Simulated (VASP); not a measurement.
# Si (C2/m) in VASP: single point with r2SCAN

Aim: the single point of Si with r2SCAN.

Program: VASP 6.6.1. These are calculated values, not measurements. Logs are shortened: lines on timing, memory, paths and dates and some standing lists are left out, and cuts for length are marked.

### 1 The cell of the first run

The structure is monoclinic, space group C2/m (No. 12). Conventional cell: a = 6.652 Å, b = 3.840 Å, c = 9.423 Å, α = 90.00°, β = 93.37°, γ = 90.00°. Si (site symmetry m) has 4 Si at 2.35 Å within 3.1 Å. Si (site symmetry m) has 4 Si at 2.35 Å within 3.1 Å. Within 3.1 Å of Si (site symmetry m) lie 4 Si at 2.35 to 2.42 Å.

### 2 Single point, r2SCAN

The input, POSCAR:

```
Si
1.0
    2.7154700000     -2.7154700000      0.0000000000
    2.7154700000      0.0000000000     -2.7154700000
   10.4094826980      2.9416686510      2.9416686510
Si
6
Direct
    0.1701513900      0.1701513900      0.5416333333
    0.8090513900     -0.1909486100      0.2083000000
   -0.4687486100     -0.4687486100      0.8749666667
   -0.0590236100     -0.0590236100      0.7916333333
    0.5798763900      0.5798763900      0.4583000000
    0.2187763900      0.2187763900      0.1249666667
```

The input, INCAR.step1:

```
PREC = Accurate ; ENCUT = 520
ISMEAR = 0 ; SIGMA = 0.05
LREAL = False ; LASPH = True
NELM = 80 ; NBANDS = 21
GGA = PE ; ALGO = Normal
EDIFF = 1E-4 ; LWAVE = True
LCHARG = False
```

The input, INCAR.step2:

```
PREC = Accurate ; ENCUT = 520
EDIFF = 1E-6 ; ISMEAR = 0
SIGMA = 0.05 ; LREAL = False
LASPH = True ; NELM = 80
ALGO = Normal ; ISIF = 2
LWAVE = False ; LCHARG = False
METAGGA = R2SCAN ; LMIXTAU = True
NBANDS = 21 ; ISTART = 1
```

The input, KPOINTS:

```
Automatic mesh
0
Gamma
  8 8 3
```

Potentials or basis: VASP PAW PBE potentials, release 64 (Si).

The run is started by

```
$ cat potpaw_PBE.64/Si/POTCAR > POTCAR
$ cp INCAR.step1 INCAR
$ mpirun -np 1 vasp_std > vasp.out
$ cp INCAR.step2 INCAR
$ mpirun -np 1 vasp_std > vasp.out
```

OUTCAR:

```text
PREC = Accurate
   ENCUT = 520
   EDIFF = 1E-6
   ISMEAR = 0
   LREAL = False
   LASPH = True
   NELM = 80
   ISIF = 2
   METAGGA = R2SCAN
   ISTART = 1

 ion  position               nearest neighbor table
   1  0.170  0.170  0.542-   5 2.35   5 2.35   4 2.35   5 2.35
   2  0.809  0.809  0.208-   6 2.35   6 2.35   5 2.35   6 2.35
   3  0.531  0.531  0.875-   4 2.35   4 2.35   4 2.35   6 2.42
   4  0.941  0.941  0.792-   3 2.35   1 2.35   3 2.35   3 2.35
   5  0.580  0.580  0.458-   1 2.35   1 2.35   2 2.35   1 2.35
   6  0.219  0.219  0.125-   2 2.35   2 2.35   2 2.35   3 2.42

  LATTYP: Found a base centered monoclinic cell.
 ALAT       =     6.6515159118
 B/A-ratio  =     0.5773502692
 C/A-ratio  =     1.4166647063
 COS(beta)  =    -0.0588000814

  Lattice vectors:

 A1 = (   2.7154700000,  -2.7154700000,   0.0000000000)
 A2 = (   2.7154700000,   0.0000000000,  -2.7154700000)
 A3 = (   4.9785426980,   5.6571386510,   5.6571386510)

Analysis of symmetry for initial positions (statically):
=====================================================================
 Subroutine PRICEL returns:
 Original cell was already a primitive cell.

 Routine SETGRP: Setting up the symmetry group for a
 base centered monoclinic supercell.

 Subroutine GETGRP returns: Found  4 space group operations
 (whereof  2 operations were pure point group operations)
 out of a pool of  4 trial point group operations.

The static configuration has the point symmetry C_1h.
 The point group associated with its full space group is C_2h.

Analysis of symmetry for dynamics (positions and initial velocities):
=====================================================================
 Subroutine PRICEL returns:
 Original cell was already a primitive cell.

 Routine SETGRP: Setting up the symmetry group for a
 base centered monoclinic supercell.

 Subroutine GETGRP returns: Found  4 space group operations
 (whereof  2 operations were pure point group operations)
 out of a pool of  4 trial point group operations.

The dynamic configuration has the point symmetry C_1h.
 The point group associated with its full space group is C_2h.

 Subroutine INISYM returns: Found  4 space group operations
 (whereof  2 operations are pure point group operations),
 and found     1 'primitive' translations

----------------------------------------------------------------------------------------

                                     Primitive cell

  volume of cell :     120.1396

  direct lattice vectors                    reciprocal lattice vectors
     2.715470000 -2.715470000  0.000000000     0.066489411 -0.301770964  0.066489411
     2.715470000  0.000000000 -2.715470000     0.066489411  0.066489411 -0.301770964
    10.409482698  2.941668651  2.941668651     0.061376729  0.061376729  0.061376729

  length of vectors
     3.840254502  3.840254502 11.210002629     0.316081316  0.316081316  0.106307613

  position of ions in fractional coordinates (direct lattice)
     0.170151390  0.170151390  0.541633333
     0.809051390  0.809051390  0.208300000
     0.531251390  0.531251390  0.874966667
     0.940976390  0.940976390  0.791633333
     0.579876390  0.579876390  0.458300000
     0.218776390  0.218776390  0.124966667

  ion indices of the primitive-cell ions
   primitive index   ion index
                 1           1
                 2           2
                 3           3
                 4           4
                 5           5
                 6           6

----------------------------------------------------------------------------------------

 KPOINTS: Automatic mesh

Automatic generation of k-mesh.
 Grid dimensions read from file:
 generate k-points for:    8    8    3

 Generating k-lattice:

  Cartesian coordinates                     Fractional coordinates (reciprocal lattice)
     0.008311176 -0.037721371  0.008311176     0.125000000  0.000000000 -0.000000000
     0.008311176  0.008311176 -0.037721371     0.000000000  0.125000000  0.000000000
     0.020458910  0.020458910  0.020458910     0.000000000  0.000000000  0.333333333

  Length of vectors
     0.039510164  0.039510164  0.035435871

  Shift w.r.t. Gamma in fractional coordinates (k-lattice)
     0.000000000  0.000000000  0.000000000

 Subroutine IBZKPT returns following result:
 ===========================================

 Found     57 irreducible k-points:

 Following reciprocal coordinates:
            Coordinates               Weight
  0.000000  0.000000  0.000000      1.000000
  0.125000  0.000000 -0.000000      4.000000
  0.250000  0.000000 -0.000000      4.000000
  0.375000  0.000000 -0.000000      4.000000
  0.500000  0.000000 -0.000000      2.000000
  0.125000  0.125000 -0.000000      2.000000
[... 16 lines left out ...]
  0.125000  0.000000  0.333333      4.000000
  0.250000  0.000000  0.333333      4.000000
 [... further k-points ...]
   k-points           NKPTS =     57   k-points in BZ     NKDIM =     57   number of bands    NBANDS=     21
   number of dos      NEDOS =    301   number of ions     NIONS =      6
   total plane-waves  NPLWV =  75600
   dimension x,y,z NGX =    30 NGY =   30 NGZ =   84
   dimension x,y,z NGXF=    60 NGYF=   60 NGZF=  168
   ions per type =               6
   NGX,Y,Z   is equivalent  to a cutoff of  12.99, 12.99, 12.46 a.u.
   NGXF,Y,Z  is equivalent  to a cutoff of  25.97, 25.97, 24.91 a.u.
 SYSTEM =  unknown system
   PREC   = accura    normal or accurate (medium, high low for compatibility)
   ISTART =      1    job   : 0-new  1-cont  2-samecut
   ICHARG =      0    charge: 1-file 2-atom 10-const
   ISPIN  =      1    spin polarized calculation?
   LNONCOLLINEAR =      F non collinear calculations
   LSORBIT =      F    spin-orbit coupling
   LASPH  =      T    aspherical Exc in radial PAW
   ENCUT  =  520.0 eV  38.22 Ry    6.18 a.u.   7.14  7.14 20.84*2*pi/ulx,y,z
   NELM   =     80;   NELMIN=  2; NELMDL=  0     # of ELM steps
   EDIFF  = 0.1E-05   stopping-criterion for ELM
   LREAL  =      F    real-space projection
   EDIFFG = 0.1E-04   stopping-criterion for IOM
   NSW    =      0    number of steps for IOM
   IBRION =     -1    ionic relax: 0-MD 1-quasi-New 2-CG
   NFREE  =      0    steps in history (QN), initial steepest desc. (CG)
   ISIF   =      2    stress and relaxation
   ISYM   =      2    0-nonsym 1-usesym 2-fastsym
   POTIM  = 0.5000    time-step for ionic-motion
   TEBEG  =    0.0;   TEEND  =   0.0 temperature during run
   PSTRESS=    0.0 pullay stress
   NELECT =      24.0000    total number of electrons
   NUPDOWN=      -1.0000    fix difference up-down
   EMIN   =  10.00;   EMAX   =-10.00  energy-range for DOS
   EFERMI =   0.00;   METHOD = LEGACY
   ISMEAR =     0;   SIGMA  =   0.05  broadening in eV -4-tet -1-fermi 0-gaus
   EFERMI_NEDOS =   21; number of points for ismear=-14 and -15
   IALGO  =     38    algorithm
   IMIX   =      4    mixing-type and parameters
     AMIX     =   0.40;   BMIX     =  1.00
     AMIX_MAG =   1.60;   BMIX_MAG =  1.00
  volume/ion in A,a.u.               =      20.02       135.12
  Fermi-wavevector in a.u.,A,eV,Ry     =   0.957010  1.808487 12.461143  0.915868
  Thomas-Fermi vector in A             =   2.085990
   LORBIT       =      0    0 simple, 1 ext, 2 COOP (PROOUT), +10 PAW based schemes
   METAGGA = R2SCAN    functional components
   LHFCALC =     F    Hartree Fock is set to
   AEXX    =    0.0000 exact exchange contribution
   IVDW    =     0    specifies the selected vdW correction
   LEPSILON=     F    determine dielectric tensor
   LRPA    =     F    only Hartree local field effects (RPA)
 non-spin polarized calculation
 Gauss-broadening in eV      SIGMA  =   0.05
  energy-cutoff  :      520.00
  volume of cell :      120.14
 maximum number of plane-waves:      3259
 NGX is ok and might be reduce to    30
   NGX = 15   NGY = 15   NGZ = 41

 number of electron      24.0000000 magnetization

 Free energy of the ion-electron system (eV)
  ---------------------------------------------------
  ext. energy  EPLUGINS =         0.00000000
  ---------------------------------------------------
  free energy    TOTEN  =       -52.46139354 eV

  energy without entropy =      -52.46129113  energy(sigma->0) =      -52.46134233

 E-fermi :   6.0326     XC(G=0):  -9.8639

 val. band max:        5.9812560924   @ k =   0.0000   0.0000   0.0000
 cond. band min:       6.0839251795   @ k =   0.5000   0.5000  -0.0000
 fundamental gap:      0.1026690871
 Fermi energy:         6.0325906361

 k-point     1 :       0.0000    0.0000    0.0000
  band No.  band energies     occupation
      1      -6.7744      2.00000
      2      -5.3467      2.00000
      3      -5.3142      2.00000
      4       0.1880      2.00000
      5       0.2826      2.00000
      6       4.6015      2.00000
[... 13 lines left out ...]
     20       9.5599      0.00000
     21       9.7700      0.00000

 k-point     2 :       0.1250    0.0000   -0.0000
  band No.  band energies     occupation
      1      -6.5616      2.00000
      2      -5.4392      2.00000
      3      -4.8334      2.00000
      4      -0.3068      2.00000
      5       0.9544      2.00000
      6       3.3441      2.00000
[... 13 lines left out ...]
     20       9.8364      0.00000
     21      10.4971      0.00000

 k-point     3 :       0.2500    0.0000   -0.0000
  band No.  band energies     occupation
      1      -5.9304      2.00000
      2      -5.1746      2.00000
      3      -3.9666      2.00000
      4      -0.8401      2.00000
      5       0.7620      2.00000
      6       2.0437      2.00000
[... 13 lines left out ...]
     20      10.9203      0.00000
     21      11.1575      0.00000
[... 457 lines left out ...]
 k-point    23 :       0.1250    0.0000    0.3333
  band No.  band energies     occupation
      1      -6.5105      2.00000
      2      -5.6729      2.00000
      3      -4.5772      2.00000
      4      -0.7204      2.00000
      5       1.4753      2.00000
      6       3.1690      2.00000
[... 13 lines left out ...]
     20       9.9953      0.00000
     21      10.6344      0.00000

 k-point    24 :       0.2500    0.0000    0.3333
  band No.  band energies     occupation
      1      -6.0028      2.00000
      2      -4.8317      2.00000
      3      -4.3609      2.00000
      4      -0.2279      2.00000
      5       0.4392      2.00000
      6       1.6354      2.00000
[... 13 lines left out ...]
     20      11.4315      0.00000
     21      12.0640      0.00000

 [... further k-points ...]
[... 5 lines left out ...]
  --------------------------------------------------------------------------------------
  -------------------------------------------------------------------------------------
  Total        2.0019108     -0.9090655     -0.9090655      0.5337692     -1.4099982      0.5337686
  in kB       26.6974034    -12.1232619    -12.1232619      7.1183252    -18.8036807      7.1183168
  external PRESSURE =       0.8169599 kB  Pullay stress =       0.0000000 kB

 VOLUME and BASIS-vectors are now :
 -----------------------------------------------------------------------------
  energy-cutoff  :      520.00
  volume of cell :      120.14
      direct lattice vectors                 reciprocal lattice vectors
     2.715470000 -2.715470000  0.000000000     0.066489411 -0.301770964  0.066489411
     2.715470000  0.000000000 -2.715470000     0.066489411  0.066489411 -0.301770964
    10.409482698  2.941668651  2.941668651     0.061376729  0.061376729  0.061376729

 POSITION                                       TOTAL-FORCE (eV/Angst)
 -----------------------------------------------------------------------------------
      6.56220      1.13126      1.13126        -0.133404      0.053297      0.053297
      6.56220     -1.58421     -1.58421        -0.133360      0.084582      0.084582
     11.99314      1.13126      1.13126        -0.384209      0.472402      0.472402
     13.35088     -0.22647     -0.22647         0.133360     -0.084582     -0.084582
      7.91994     -0.22647     -0.22647         0.133404     -0.053297     -0.053297
      2.48900     -0.22647     -0.22647         0.384209     -0.472402     -0.472402
 -----------------------------------------------------------------------------------
    total drift:                                0.000001      0.000001      0.000001

  FREE ENERGIE OF THE ION-ELECTRON SYSTEM (eV)
  ---------------------------------------------------
  free  energy   TOTEN  =       -52.4613935389 eV

  energy  without entropy=      -52.4612911302  energy(sigma->0) =      -52.46134233
```

Run time: 18 min. Hardware: 1 thread of AMD EPYC 7R43 (Zen 3), shared host; peak memory 0.28 GiB.

Results:

```
Free energy            : -52.4614 eV
Pressure               : 0.1 GPa
Largest force          : 0.771 eV/Å
Band gap on the k mesh : 0.10 eV (least direct gap 1.54 eV)
```

Forces in eV/Å, atoms in the order of the input:
```
Si  -0.133  0.053  0.053
Si  -0.133  0.085  0.085
Si  -0.384  0.472  0.472
Si   0.133 -0.085 -0.085
Si   0.133 -0.053 -0.053
Si   0.384 -0.472 -0.472
```

Caveat: the PAW data sets were made with another functional, which shifts forces and pressure a little; an odd mesh through Γ misses points on the zone boundary, where band edges can lie.
